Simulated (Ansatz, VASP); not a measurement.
C in VASP and in Ansatz

The input INCAR:

```
SYSTEM = C
ALGO = Normal
EDIFF = 1E-6
ENCUT = 520
GGA = PE
ISIF = 2
ISMEAR = 0
IVDW = 12
LASPH = .True.
LCHARG = .False.
LREAL = .False.
LWAVE = .False.
NBANDS = 11
NELM = 100
PREC = Accurate
SIGMA = 0.03
```

Contents of KPOINTS:

```
k-points
0
Gamma
  18 18 18
  0 0 0
```

File POSCAR:

```
C
1.0
    0.0000000000      2.1241398989      3.5395304512
    1.2841729230      0.0000000000      3.5395304512
    1.2841729230      2.1241398989      0.0000000000
C
2
Direct
    0.1666966007      0.8333033993      0.1666966007
    0.8333033993      0.1666966007      0.8333033993
```

Input for Ansatz:

```yaml
crystal:
  lattice:
    - [0.0, 2.1241398989, 3.5395304512]
    - [1.284172923, 0.0, 3.5395304512]
    - [1.284172923, 2.1241398989, 0.0]
  atoms:
    - { symbol: C, position: [0.1666966007, 0.8333033993, 0.1666966007] }
    - { symbol: C, position: [0.8333033993, 0.1666966007, 0.8333033993] }
basis:
  ecutwfc: 520.0
kpoints:
  mp_grid: { grid: [18, 18, 18] }
hamiltonian:
  xc: pbe
  pseudopotentials: { kind: paw, azcp: { folder: soft_1 } }
  dispersion: d3bj
scf:
  occupations: { method: gaussian, width: 0.03 }
output:
  forces: true
  stress: true
  eigenvalues: true
```

Change from the starting cell: volume 9.655 Å^3 an atom, stretch along b over the lengths across it, relative to the relaxed cell 0.9555.

Alike in both runs: task single point; functional PBE; dispersion D3(BJ); k mesh 18 × 18 × 18; occupations gaussian, width 0.03 eV; no spin polarisation.

|  | VASP | Ansatz |
| --- | --- | --- |
| version | VASP 6.6.1 | Ansatz 0.2.0 |
| potentials or method | VASP PAW PBE potentials, release 64 (C), cutoff 520 eV | scalar-relativistic, plane waves, PAW |
| valence electrons in the cell | 8 | 8 |

|  | VASP | Ansatz | Ansatz less VASP |
| --- | --- | --- | --- |
| gap on the k mesh at the Fermi level (eV) | 0.03 | 0.03 | 0.000 |
| least direct gap on the mesh (eV) | 0.05 | 0.05 | +0.001 |
| pressure (GPa) | -13.0 | -13.4 | -0.39 |
| traceless stress, the component that is largest in VASP (GPa) | -23.91 | -24.08 | -0.173 |
| rms of the force components (eV/Å) | 0.210 | 0.205 | -0.0057 |

Atom by atom the forces differ by 0.006 eV/Å (rms over components).
